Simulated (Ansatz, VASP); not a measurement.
One calculation of GeF5, two programs

```
Ge F
1.0
     6.38876    0.00000    0.00000
    -3.19438    5.53283    0.00000
     0.00000    0.00000    3.04785
Ge F
1 5
Direct
  0.00000 0.00000 0.50000
  0.50000 0.00000 0.00000
  0.00000 0.50000 0.00000
  0.50000 0.50000 0.00000
  0.33333 0.66667 0.00000
  0.66667 0.33333 0.00000
```

Alike in both runs: functional PBE; k mesh 3 × 3 × 6; occupations gaussian, width 0.1 eV; no spin polarisation.

Ansatz relaxed the structure, and its values are those at the end. VASP's run is a single point on that final structure, the one shown.

```csv
,VASP,Ansatz
version,VASP 6.6.1,Ansatz 0.2.0
potentials or method,"VASP PAW PBE potentials, release 64 (Ge_d, F), cutoff 520 eV","scalar-relativistic, plane waves, PAW"
valence electrons in the cell,49,49
```

```csv
,VASP,Ansatz,Ansatz less VASP
gap on the k mesh at the Fermi level (eV),none,none,-
pressure (GPa),-0.2,0.0,+0.27
```

A gap of «none» marks a metal or a gap that the smearing closes.

The k mesh is coarse, so the values compare programs but aren't converged.
